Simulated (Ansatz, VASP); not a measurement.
# One calculation of Ca, two programs

Contents of INCAR:

```
SYSTEM = Ca
PREC = Accurate
ENCUT = 520
EDIFF = 1E-6
ISMEAR = -1
SIGMA = 0.1
LREAL = .FALSE.
LASPH = .TRUE.
NELM = 100
ALGO = Normal
ISIF = 2
LWAVE = .FALSE.
LCHARG = .TRUE.
GGA = RE
LELF = .TRUE.
LVHAR = .TRUE.
NBANDS = 17
```

The input KPOINTS:

```
Automatic mesh
0
G
  10 10 6
  0 0 0
```

The input POSCAR:

```
Ca
1.0
    3.9612026174      0.0000000000      0.0000000000
   -1.9806013087      3.4305020962      0.0000000000
    0.0000000000      0.0000000000      6.5044661013
Ca
2
Direct
    0.3333333333      0.6666666667      0.2500000000
    0.6666666667      0.3333333333      0.7500000000
```

Input for Ansatz:

```yaml
crystal:
  lattice:
    - [3.9612026174, 0.0, 0.0]
    - [-1.9806013087, 3.4305020962, 0.0]
    - [0.0, 0.0, 6.5044661013]
  atoms:
    - { symbol: Ca, position: [0.3333333333, 0.6666666667, 0.25] }
    - { symbol: Ca, position: [0.6666666667, 0.3333333333, 0.75] }
hamiltonian:
  xc: revpbe
  pseudopotentials:
    kind: paw
    azcp:
      Ca: "pseudopotentials/Ca.paw.azcp"
basis:
  ecutwfc: 420
  fft_grid_basis: typed
kpoints:
  mp_grid: { grid: [10, 10, 6], shift: [0, 0, 0] }
magnetization:
  spin_polarized: false
scf:
  occupations: { method: fermi_dirac, width: 0.1 }
  lower_state_search: "off"
output:
  stress: true
```

Alike in both runs: task single point; functional revPBE; k mesh 10 × 10 × 6; occupations fermi-dirac, width 0.1 eV; no spin polarisation.

```csv
,VASP,Ansatz
version,VASP 6.6.1,Ansatz 0.2.0
potentials or method,"VASP PAW PBE potentials, release 64 (Ca_sv), cutoff 520 eV","plane waves (420 eV) with PAW, scalar-relativistic"
valence electrons in the cell,20,20
```

|  | VASP | Ansatz | Ansatz less VASP |
| --- | --- | --- | --- |
| pressure (GPa) | 0.0 | 0.0 | -0.01 |

VASP's potentials were made for PBE, not for revPBE.
